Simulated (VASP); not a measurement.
Ca: single point with LDA

Crystal: Ca.

```
Ca
1.0
     2.75801    0.00000    0.00000
     0.00000    2.75801    0.00000
     0.00000    0.00000    2.75801
Ca
1
Direct
  0.00000 0.00000 0.00000
```

```
Program             : VASP 6.6.1
Task                : single point
Functional          : LDA
Potentials or basis : VASP PAW LDA potentials, release 64 (Ca_sv)
Cutoff              : 500 eV
k mesh              : 6 × 6 × 6
Occupations         : gaussian, width 0.1 eV
Spin                : no spin polarisation
```

```
Pressure               : 20.4 GPa
Band gap on the k mesh : zero (band 5 reaches 5.13 eV, above the bottom of band 6 at 4.97 eV)
```

Levels at points of the mesh, in eV from the Fermi level:
```csv
k point,band 2,band 3,band 4,band 5,band 6,band 7,band 8,band 9
"(0.00, 0.00, 0.00)",-21.35,-21.35,-21.35,-4.37,0.13,0.13,7.00,7.00
"(0.50, 0.00, 0.00)",-23.10,-21.19,-21.19,-0.47,0.89,1.13,4.17,4.17
"(0.50, 0.50, 0.00)",-22.78,-22.78,-21.03,-2.17,1.72,4.86,4.86,6.16
"(0.50, 0.50, 0.50)",-22.51,-22.51,-22.51,-0.23,-0.23,-0.23,7.36,8.75
```

Run time: 4 s on 1 thread of AMD EPYC 7R43 64-Core Processor (Zen 3), on a shared host, peak memory 0.07 GiB.

Caveat: the k points lie up to 0.38 Å⁻¹ apart.
